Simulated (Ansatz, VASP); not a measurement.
# CdS3: VASP beside Ansatz

The input INCAR:

```
PREC = Accurate ; ENCUT = 500
EDIFF = 1E-6 ; ISMEAR = 0
SIGMA = 0.1 ; LREAL = F
LASPH = T ; NELM = 120
ALGO = Normal ; ISIF = 2
LWAVE = F ; LCHARG = F
GGA = PE ; NBANDS = 40
GGA_COMPAT = F
```

File KPOINTS:

```
Automatic mesh
0
Gamma
  3 3 4
```

POSCAR

```
CdS3
1.0
    6.4075960300      0.0000000000      0.0000000000
   -3.2037980200      5.5491409400      0.0000000000
    0.0000000000      0.0000000000      4.8297095400
Cd S
2 6
Direct
    0.3333333300      0.6666666700      0.7500000000
    0.6666666700      0.3333333300      0.2500000000
    0.1798179900      0.3596359800      0.2500000000
    0.6403640200      0.8201820100      0.2500000000
    0.1798179900      0.8201820100      0.2500000000
    0.8201820100      0.6403640200      0.7500000000
    0.3596359800      0.1798179900      0.7500000000
    0.8201820100      0.1798179900      0.7500000000
```

Input for Ansatz:

```yaml
crystal:
  lattice:
    - [6.40759603, 0.0, 0.0]
    - [-3.20379802, 5.54914094, 0.0]
    - [0.0, 0.0, 4.82970954]
  atoms:
    - { symbol: Cd, position: [0.33333333, 0.66666667, 0.75] }
    - { symbol: Cd, position: [0.66666667, 0.33333333, 0.25] }
    - { symbol: S, position: [0.17981799, 0.35963598, 0.25] }
    - { symbol: S, position: [0.64036402, 0.82018201, 0.25] }
    - { symbol: S, position: [0.17981799, 0.82018201, 0.25] }
    - { symbol: S, position: [0.82018201, 0.64036402, 0.75] }
    - { symbol: S, position: [0.35963598, 0.17981799, 0.75] }
    - { symbol: S, position: [0.82018201, 0.17981799, 0.75] }
basis:
  ecutwfc: 420
kpoints:
  mp_grid: { grid: [3, 3, 4] }
hamiltonian:
  xc: pbe
scf:
  occupations: { method: gaussian, width: 0.1 }
  lower_state_search: "off"
output:
  forces: true
  stress: true
  eigenvalues: true
```

Change from the starting cell: species swapped into the Ce3Ga type (P6_3/mmc, No. 194).

Alike in both runs: task single point; functional PBE; k mesh 3 × 3 × 4; occupations gaussian, width 0.1 eV; no spin polarisation.

|  | VASP | Ansatz |
| --- | --- | --- |
| version | VASP 6.6.1 | Ansatz 0.2.0 |
| potentials or method | VASP PAW PBE potentials, release 64 (Cd, S), cutoff 500 eV | scalar-relativistic, plane waves, PAW |
| valence electrons in the cell | 60 | 76 |

|  | VASP | Ansatz | Ansatz less VASP |
| --- | --- | --- | --- |
| gap on the k mesh at the Fermi level (eV) | none | none | - |
| pressure (GPa) | -6.7 | -6.8 | -0.09 |
| traceless stress, the component that is largest in VASP (GPa) | -0.54 | -0.59 | -0.051 |
| rms of the force components (eV/Å) | 0.209 | 0.212 | +0.0030 |

Atom by atom the forces differ by 0.003 eV/Å (rms over components). A gap of «none» marks a metal or a gap that the smearing closes. VASP's potentials hold 60 valence electrons a cell and Ansatz's 76, so a difference there can come from the potentials and not from the codes.

The k mesh is coarse, so the values compare programs but aren't converged.
